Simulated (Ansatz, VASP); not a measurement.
## One calculation of Bi, two programs

File INCAR:

```
  PREC = Accurate
  ENCUT = 520
  EDIFF = 1E-6
  ISMEAR = -1
  SIGMA = 0.05
  LREAL = False
  LASPH = True
  NELM = 80
  ALGO = Normal
  ISIF = 2
  LWAVE = False
  LCHARG = False
  GGA = PE
  NBANDS = 38
```

File KPOINTS:

```
Automatic mesh
0
Gamma
  7 7 1
```

POSCAR

```
Bi
1.0
    4.5390002997      0.0000000000      0.0000000000
   -2.2695001498      3.9308895674      0.0000000000
    0.0000000000      0.0000000000     32.7435000000
Bi
4
Direct
    0.6666666667      0.3333333334      0.2290530945
    0.3333333333      0.6666666666      0.4096843648
    0.6666666667      0.3333333334      0.5903156352
    0.3333333333      0.6666666666      0.7709469055
```

Contents of input.yaml:

```yaml
crystal:
  lattice:
    - [4.5390002997, 0.0, 0.0]
    - [-2.2695001498, 3.9308895674, 0.0]
    - [0.0, 0.0, 32.7435]
  atoms:
    - { symbol: Bi, position: [0.6666666667, 0.3333333334, 0.2290530945] }
    - { symbol: Bi, position: [0.3333333333, 0.6666666666, 0.4096843648] }
    - { symbol: Bi, position: [0.6666666667, 0.3333333334, 0.5903156352] }
    - { symbol: Bi, position: [0.3333333333, 0.6666666666, 0.7709469055] }
kpoints:
  mp_grid: { grid: [7, 7, 1] }
scf:
  occupations: { method: fermi_dirac, width: 0.05 }
hamiltonian:
  xc: pbe
  pseudopotentials: { kind: all_electron, lapw: { basis_error: 0.001 } }
output:
  forces: true
  stress: true
  eigenvalues: true
  populations: true
```

Alike in both runs: task single point; functional PBE; k mesh 7 × 7 × 1; occupations fermi-dirac, width 0.05 eV; no spin polarisation.

|  | VASP | Ansatz |
| --- | --- | --- |
| version | VASP 6.6.1 | Ansatz 0.2.0 |
| potentials or method | VASP PAW PBE potentials, release 64 (Bi_d), cutoff 520 eV | all-electron LAPW, scalar-relativistic |

```csv
,VASP,Ansatz,Ansatz less VASP
gap on the k mesh at the Fermi level (eV),none,none,-
rms of the force components (eV/Å),0.013,0.013,+0.0001
```

Atom by atom the forces differ by 0.000 eV/Å (rms over components). A gap of «none» marks a metal or a gap that the smearing closes. Ansatz ran all-electron here, and VASP with PAW potentials.

Spin-orbit coupling is off throughout.
